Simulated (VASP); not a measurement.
# ZnSnN2 (P4/mmm) in VASP: notebook

Runs on ZnSnN2. Level: PBEsol. Tasks: single point.

Everything below comes from runs of VASP 6.6.1. Logs are shortened: lines on timing, memory, paths and dates and some standing lists are left out, and cuts for length are marked.

### 1 The cell of the first run

Symmetry: P4/mmm, No. 123, tetragonal system. The conventional cell has a = 3.207 Å, b = 3.207 Å, c = 4.314 Å, α = 90.00°, β = 90.00°, γ = 90.00°. Within 2.9 Å of Zn (site symmetry 4/mmm) lie 6 N at 2.16 to 2.27 Å. N (site symmetry 4/mmm) has 2 Zn at 2.16 Å and 4 Sn at 2.27 Å within 2.9 Å. Within 2.9 Å of N (site symmetry 4/mmm) lie 2 Sn at 2.16 Å and 4 Zn at 2.27 Å. Sn (site symmetry 4/mmm) has 6 N at 2.16 to 2.27 Å within 2.9 Å.

### 2 Single point, PBEsol

Input file INCAR:

```
PREC     = Accurate       # precision mode
ENCUT    = 520            # plane-wave cutoff, eV
EDIFF    = 1E-7           # SCF threshold, eV
ISMEAR   = -1             # smearing method
SIGMA    = 0.02           # smearing width, eV
LREAL    = F              # projectors in reciprocal space
LASPH    = T              # aspherical terms in the spheres
NELM     = 80             # most SCF steps
ALGO     = Normal         # electronic algorithm
ISIF     = 2              # what is computed and relaxed
LWAVE    = F              # write WAVECAR
LCHARG   = F              # write CHGCAR
GGA      = PS             # functional
NBANDS   = 26             # bands
```

Input file KPOINTS:

```
Automatic mesh
0
Gamma
  6 6 4
```

Input file POSCAR:

```
ZnSnN2
1.0
    3.2065606148      0.0000000000      0.0000000000
    0.0000000000      3.2065606148      0.0000000000
    0.0000000000      0.0000000000      4.3142270821
Zn N Sn
1 2 1
Direct
    0.0000000000      0.0000000000      0.0000000000
    0.0000000000      0.0000000000      0.5000000000
    0.5000000000      0.5000000000      0.0000000000
    0.5000000000      0.5000000000      0.5000000000
```

Potentials or basis: VASP PAW PBE potentials, release 64 (Zn, N, Sn_d).

On the command line:

```
cat potpaw_PBE.64/Zn/POTCAR potpaw_PBE.64/N/POTCAR potpaw_PBE.64/Sn_d/POTCAR > POTCAR
mpirun -np 1 vasp_std > vasp.out
```

OUTCAR:

```text
PREC = Accurate
   ENCUT = 520
   EDIFF = 1E-7
   ISMEAR = -1
   LREAL = F
   LASPH = T
   NELM = 80
   ISIF = 2
   GGA = PS

 ion  position               nearest neighbor table
   1  0.000  0.000  0.000-   2 2.16   2 2.16   3 2.27   3 2.27   3 2.27   3 2.27   4 3.13   4 3.13
                             4 3.13   4 3.13   4 3.13   4 3.13   4 3.13   4 3.13
   2  0.000  0.000  0.500-   1 2.16   1 2.16   4 2.27   4 2.27   4 2.27   4 2.27
   3  0.500  0.500  0.000-   4 2.16   4 2.16   1 2.27   1 2.27   1 2.27   1 2.27
   4  0.500  0.500  0.500-   3 2.16   3 2.16   2 2.27   2 2.27   2 2.27   2 2.27   1 3.13   1 3.13
                             1 3.13   1 3.13   1 3.13   1 3.13   1 3.13   1 3.13

  LATTYP: Found a simple tetragonal cell.
 ALAT       =     3.2065606148
 C/A-ratio  =     1.3454375577

  Lattice vectors:

 A1 = (   3.2065606148,   0.0000000000,   0.0000000000)
 A2 = (   0.0000000000,   3.2065606148,   0.0000000000)
 A3 = (   0.0000000000,   0.0000000000,   4.3142270821)

Analysis of symmetry for initial positions (statically):
=====================================================================
 Subroutine PRICEL returns:
 Original cell was already a primitive cell.

 Routine SETGRP: Setting up the symmetry group for a
 simple tetragonal supercell.

 Subroutine GETGRP returns: Found 16 space group operations
 (whereof 16 operations were pure point group operations)
 out of a pool of 16 trial point group operations.

The static configuration has the point symmetry D_4h.

Analysis of symmetry for dynamics (positions and initial velocities):
=====================================================================
 Subroutine PRICEL returns:
 Original cell was already a primitive cell.

 Routine SETGRP: Setting up the symmetry group for a
 simple tetragonal supercell.

 Subroutine GETGRP returns: Found 16 space group operations
 (whereof 16 operations were pure point group operations)
 out of a pool of 16 trial point group operations.

The dynamic configuration has the point symmetry D_4h.

 Subroutine INISYM returns: Found 16 space group operations
 (whereof 16 operations are pure point group operations),
 and found     1 'primitive' translations

----------------------------------------------------------------------------------------

                                     Primitive cell

  volume of cell :      44.3590

  direct lattice vectors                    reciprocal lattice vectors
     3.206560615  0.000000000  0.000000000     0.311860626  0.000000000  0.000000000
     0.000000000  3.206560615  0.000000000     0.000000000  0.311860626  0.000000000
     0.000000000  0.000000000  4.314227082     0.000000000  0.000000000  0.231791230

  length of vectors
     3.206560615  3.206560615  4.314227082     0.311860626  0.311860626  0.231791230

  position of ions in fractional coordinates (direct lattice)
     0.000000000  0.000000000  0.000000000
     0.000000000  0.000000000  0.500000000
     0.500000000  0.500000000  0.000000000
     0.500000000  0.500000000  0.500000000

  ion indices of the primitive-cell ions
   primitive index   ion index
                 1           1
                 2           2
                 3           3
                 4           4

----------------------------------------------------------------------------------------

 KPOINTS: Automatic mesh

Automatic generation of k-mesh.
 Grid dimensions read from file:
 generate k-points for:    6    6    4

 Generating k-lattice:

  Cartesian coordinates                     Fractional coordinates (reciprocal lattice)
     0.051976771  0.000000000  0.000000000     0.166666667  0.000000000  0.000000000
     0.000000000  0.051976771  0.000000000     0.000000000  0.166666667  0.000000000
     0.000000000  0.000000000  0.057947807     0.000000000  0.000000000  0.250000000

  Length of vectors
     0.051976771  0.051976771  0.057947807

  Shift w.r.t. Gamma in fractional coordinates (k-lattice)
     0.000000000  0.000000000  0.000000000

 Subroutine IBZKPT returns following result:
 ===========================================

 Found     30 irreducible k-points:

 Following reciprocal coordinates:
            Coordinates               Weight
  0.000000  0.000000  0.000000      1.000000
  0.166667  0.000000  0.000000      4.000000
  0.333333  0.000000  0.000000      4.000000
  0.500000  0.000000  0.000000      2.000000
  0.166667  0.166667  0.000000      4.000000
  0.333333  0.166667  0.000000      8.000000
[... 16 lines left out ...]
  0.333333  0.000000  0.500000      4.000000
  0.500000  0.000000  0.500000      2.000000
 [... further k-points ...]
   k-points           NKPTS =     30   k-points in BZ     NKDIM =     30   number of bands    NBANDS=     26
   number of dos      NEDOS =    301   number of ions     NIONS =      4
   total plane-waves  NPLWV =  18432
   dimension x,y,z NGX =    24 NGY =   24 NGZ =   32
   dimension x,y,z NGXF=    48 NGYF=   48 NGZF=   64
   ions per type =               1   2   1
   NGX,Y,Z   is equivalent  to a cutoff of  12.44, 12.44, 12.33 a.u.
   NGXF,Y,Z  is equivalent  to a cutoff of  24.89, 24.89, 24.66 a.u.
 SYSTEM =  unknown system
   PREC   = accura    normal or accurate (medium, high low for compatibility)
   ISTART =      0    job   : 0-new  1-cont  2-samecut
   ICHARG =      2    charge: 1-file 2-atom 10-const
   ISPIN  =      1    spin polarized calculation?
   LNONCOLLINEAR =      F non collinear calculations
   LSORBIT =      F    spin-orbit coupling
   LASPH  =      T    aspherical Exc in radial PAW
   ENCUT  =  520.0 eV  38.22 Ry    6.18 a.u.   5.96  5.96  8.02*2*pi/ulx,y,z
   NELM   =     80;   NELMIN=  2; NELMDL= -5     # of ELM steps
   EDIFF  = 0.1E-06   stopping-criterion for ELM
   LREAL  =      F    real-space projection
   EDIFFG = 0.1E-05   stopping-criterion for IOM
   NSW    =      0    number of steps for IOM
   IBRION =     -1    ionic relax: 0-MD 1-quasi-New 2-CG
   NFREE  =      0    steps in history (QN), initial steepest desc. (CG)
   ISIF   =      2    stress and relaxation
   ISYM   =      2    0-nonsym 1-usesym 2-fastsym
   POTIM  = 0.5000    time-step for ionic-motion
   TEBEG  =    0.0;   TEEND  =   0.0 temperature during run
   PSTRESS=    0.0 pullay stress
   NELECT =      36.0000    total number of electrons
   NUPDOWN=      -1.0000    fix difference up-down
   EMIN   =  10.00;   EMAX   =-10.00  energy-range for DOS
   EFERMI =   0.00;   METHOD = LEGACY
   ISMEAR =    -1;   SIGMA  =   0.02  broadening in eV -4-tet -1-fermi 0-gaus
   EFERMI_NEDOS =   21; number of points for ismear=-14 and -15
   IALGO  =     38    algorithm
   IMIX   =      4    mixing-type and parameters
     AMIX     =   0.40;   BMIX     =  1.00
     AMIX_MAG =   1.60;   BMIX_MAG =  1.00
  volume/ion in A,a.u.               =      11.09        74.84
  Fermi-wavevector in a.u.,A,eV,Ry     =   1.527033  2.885674 31.726461  2.331829
  Thomas-Fermi vector in A             =   2.634985
   LORBIT       =      0    0 simple, 1 ext, 2 COOP (PROOUT), +10 PAW based schemes
   GGA     = PS    functional components
   LHFCALC =     F    Hartree Fock is set to
   AEXX    =    0.0000 exact exchange contribution
   IVDW    =     0    specifies the selected vdW correction
   LEPSILON=     F    determine dielectric tensor
   LRPA    =     F    only Hartree local field effects (RPA)
 non-spin polarized calculation
  energy-cutoff  :      520.00
  volume of cell :       44.36
 maximum number of plane-waves:      1216
 NGX is ok and might be reduce to    24
   NGX = 11   NGY = 11   NGZ = 17

 number of electron      36.0000044 magnetization

 Free energy of the ion-electron system (eV)
  ---------------------------------------------------
  ext. energy  EPLUGINS =         0.00000000
  ---------------------------------------------------
  free energy    TOTEN  =       -21.99551991 eV

  energy without entropy =      -21.99295843  energy(sigma->0) =      -21.99423917

 E-fermi :   8.1681     XC(G=0): -12.6160

 val. band max:        8.1680677057   @ k =   0.3333   0.1667   0.5000
 cond. band min:       8.2816259042   @ k =   0.5000   0.0000   0.5000
 fundamental gap:      0.1135581985
 Fermi energy:         8.1680693672

 k-point     1 :       0.0000    0.0000    0.0000
  band No.  band energies     occupation
      1     -13.8414      2.00000
      2     -13.7823      2.00000
      3     -13.5145      2.00000
      4     -13.4445      2.00000
      5     -13.4445      2.00000
      6      -9.0926      2.00000
[... 18 lines left out ...]
     25      21.0170      0.00000
     26      21.4673      0.00000

 k-point     2 :       0.1667    0.0000    0.0000
  band No.  band energies     occupation
      1     -13.8124      2.00000
      2     -13.7309      2.00000
      3     -13.5514      2.00000
      4     -13.4688      2.00000
      5     -13.4421      2.00000
      6      -8.7955      2.00000
[... 18 lines left out ...]
     25      18.7353      0.00000
     26      20.6075      0.00000

 k-point     3 :       0.3333    0.0000    0.0000
  band No.  band energies     occupation
      1     -13.7786      2.00000
      2     -13.6241      2.00000
      3     -13.6054      2.00000
      4     -13.5169      2.00000
      5     -13.4374      2.00000
      6      -7.9530      2.00000
[... 18 lines left out ...]
     25      17.4247      0.00000
     26      19.5416      0.00000

 k-point     4 :       0.5000    0.0000    0.0000
  band No.  band energies     occupation
      1     -13.7642      2.00000
      2     -13.6599      2.00000
      3     -13.5409      2.00000
      4     -13.5407      2.00000
      5     -13.4350      2.00000
      6      -7.0857      2.00000
[... 18 lines left out ...]
     25      17.0843      0.00000
     26      18.7995      0.00000

 k-point     5 :       0.1667    0.1667    0.0000
  band No.  band energies     occupation
      1     -13.7711      2.00000
      2     -13.6973      2.00000
      3     -13.6002      2.00000
      4     -13.4681      2.00000
      5     -13.4635      2.00000
      6      -8.4848      2.00000
[... 18 lines left out ...]
     25      18.9487      0.00000
     26      19.9066      0.00000

 k-point     6 :       0.3333    0.1667    0.0000
  band No.  band energies     occupation
      1     -13.7373      2.00000
      2     -13.6916      2.00000
      3     -13.5845      2.00000
      4     -13.5127      2.00000
      5     -13.4596      2.00000
      6      -7.6197      2.00000
[... 427 lines left out ...]
 k-point    21 :       0.0000    0.0000    0.5000
  band No.  band energies     occupation
      1     -13.7814      2.00000
      2     -13.7631      2.00000
      3     -13.5141      2.00000
      4     -13.4525      2.00000
      5     -13.4525      2.00000
      6      -8.0975      2.00000
[... 18 lines left out ...]
     25      17.9949      0.00000
     26      17.9949      0.00000

 k-point    22 :       0.1667    0.0000    0.5000
  band No.  band energies     occupation
      1     -13.7611      2.00000
      2     -13.6987      2.00000
      3     -13.5512      2.00000
      4     -13.4795      2.00000
      5     -13.4503      2.00000
      6      -7.8645      2.00000
[... 18 lines left out ...]
     25      17.1297      0.00000
     26      19.4767      0.00000

 k-point    23 :       0.3333    0.0000    0.5000
  band No.  band energies     occupation
      1     -13.7344      2.00000
      2     -13.6242      2.00000
      3     -13.5569      2.00000
      4     -13.5323      2.00000
      5     -13.4460      2.00000
      6      -7.2584      2.00000
[... 18 lines left out ...]
     25      17.3981      0.00000
     26      17.8899      0.00000

 k-point    24 :       0.5000    0.0000    0.5000
  band No.  band energies     occupation
      1     -13.7214      2.00000
      2     -13.6601      2.00000
      3     -13.5581      2.00000
      4     -13.4862      2.00000
      5     -13.4437      2.00000
      6      -6.8272      2.00000
[... 18 lines left out ...]
     25      17.0873      0.00000
     26      17.1307      0.00000

 [... further k-points ...]
[... 5 lines left out ...]
  --------------------------------------------------------------------------------------
  -------------------------------------------------------------------------------------
  Total        0.0967979      0.0967979      0.2142612      0.0000000      0.0000000     -0.0000000
  in kB        3.4961852      3.4961852      7.7387745      0.0000000      0.0000000     -0.0000000
  external PRESSURE =       4.9103816 kB  Pullay stress =       0.0000000 kB

 VOLUME and BASIS-vectors are now :
 -----------------------------------------------------------------------------
  energy-cutoff  :      520.00
  volume of cell :       44.36
      direct lattice vectors                 reciprocal lattice vectors
     3.206560615  0.000000000  0.000000000     0.311860626  0.000000000  0.000000000
     0.000000000  3.206560615  0.000000000     0.000000000  0.311860626  0.000000000
     0.000000000  0.000000000  4.314227082     0.000000000  0.000000000  0.231791230

 POSITION                                       TOTAL-FORCE (eV/Angst)
 -----------------------------------------------------------------------------------
      0.00000      0.00000      0.00000         0.000000      0.000000      0.000000
      0.00000      0.00000      2.15711         0.000000      0.000000      0.000000
      1.60328      1.60328      0.00000         0.000000      0.000000      0.000000
      1.60328      1.60328      2.15711         0.000000      0.000000      0.000000
 -----------------------------------------------------------------------------------
    total drift:                                0.000000     -0.000000     -0.000000

  FREE ENERGIE OF THE ION-ELECTRON SYSTEM (eV)
  ---------------------------------------------------
  free  energy   TOTEN  =       -21.9955199060 eV

  energy  without entropy=      -21.9929584286  energy(sigma->0) =      -21.99423917
```

Wall time 15 s (1 thread of Intel Xeon Platinum 8559C (Emerald Rapids), shared host); peak memory 0.17 GiB.

Results:

* Free energy: -21.9955 eV
* Pressure: 0.5 GPa
* Band gap on the k mesh: zero (band 18 reaches 8.31 eV, above the bottom of band 19 at 6.03 eV)

Caveat: the k points lie up to 0.36 Å⁻¹ apart; the PAW data sets were made with another functional, which shifts forces and pressure a little; spin-orbit coupling is left out, which moves the levels of the heavy elements.

### 3 Single point, PBEsol, collinear spin, zero start

Input file INCAR:

```
SYSTEM = ZnSnN2
  ALGO = Normal
  EDIFF = 1E-6
  ENCUT = 520
  GGA = PS
  ISIF = 2
  ISMEAR = -1
  ISPIN = 2
  LASPH = .TRUE.
  LCHARG = .FALSE.
  LORBIT = 11
  LREAL = .FALSE.
  LWAVE = .FALSE.
  MAGMOM = 0 0 0 0
  NBANDS = 30
  NELM = 150
  PREC = Accurate
  SIGMA = 0.02
```

Input file KPOINTS:

```
k-points
0
G
  6 6 4
  0 0 0
```

POSCAR is that of step 2.

Potentials or basis: VASP PAW PBE potentials, release 64 (Zn, N, Sn_d).

On the command line:

```
cat potpaw_PBE.64/Zn/POTCAR potpaw_PBE.64/N/POTCAR potpaw_PBE.64/Sn_d/POTCAR > POTCAR
mpirun -np 1 vasp_std > vasp.out
```

Wall time 31 s (1 thread of Intel Xeon Platinum 8559C (Emerald Rapids), shared host); peak memory 0.2 GiB.

It converged, with:

```yaml
Free_energy: -21.9955 eV
Pressure: 0.5 GPa
Band_gap_on_the_k_mesh: zero (filled and empty bands overlap)
Net_moment: 0.00 μB per cell
Valence_electrons_inside_the_program's_atomic_spheres: Zn 10.77; N 3.66, 3.63; Sn 12.31
```

Stress tensor (GPa, compression positive):
```
0.38 0.00 0.00
0.00 0.38 0.00
0.00 0.00 0.79
```

Levels at points of the mesh, in eV from the Fermi level:
Spin up:
| k point | band 14 | band 15 | band 16 | band 17 | band 18 | band 19 | band 20 | band 21 | band 22 | band 23 |
| --- | --- | --- | --- | --- | --- | --- | --- | --- | --- | --- |
| (0.00, 0.00, 0.00) | -4.10 | -4.10 | -1.79 | -1.78 | -1.04 | -1.04 | 1.74 | 6.43 | 9.58 | 11.31 |
| (0.50, 0.00, 0.00) | -4.04 | -3.91 | -3.86 | -1.98 | -0.23 | 3.50 | 4.17 | 6.44 | 6.91 | 7.37 |
| (0.50, 0.50, 0.00) | -5.33 | -4.27 | -3.40 | -2.88 | -2.88 | -2.14 | 2.23 | 7.29 | 7.29 | 8.82 |
| (0.00, 0.00, 0.50) | -3.24 | -3.24 | -3.23 | -1.51 | -1.51 | 2.75 | 4.95 | 7.09 | 7.23 | 8.99 |
| (0.50, 0.00, 0.50) | -5.33 | -1.67 | -1.22 | 0.11 | 0.14 | 1.99 | 3.37 | 6.00 | 6.48 | 8.63 |
| (0.50, 0.50, 0.50) | -5.12 | -5.12 | -4.20 | -4.20 | -3.34 | 3.38 | 5.81 | 7.47 | 7.47 | 7.88 |
Spin down:
```
           k point  band 16  band 17  band 18  band 19  band 20  band 21
(0.00, 0.00, 0.00)    -1.79    -1.78    -1.04    -1.04     1.74     6.43
(0.50, 0.00, 0.00)    -3.86    -1.98    -0.23     3.50     4.17     6.44
(0.50, 0.50, 0.00)    -3.40    -2.88    -2.88    -2.14     2.23     7.29
(0.00, 0.00, 0.50)    -3.23    -1.51    -1.51     2.75     4.95     7.09
(0.50, 0.00, 0.50)    -1.22     0.11     0.14     1.99     3.37     6.00
(0.50, 0.50, 0.50)    -4.20    -4.20    -3.34     3.38     5.81     7.47
```

Caveat: the k points lie up to 0.36 Å⁻¹ apart; the PAW data sets were made with another functional, which shifts forces and pressure a little; spin-orbit coupling is left out, which moves the levels of the heavy elements.
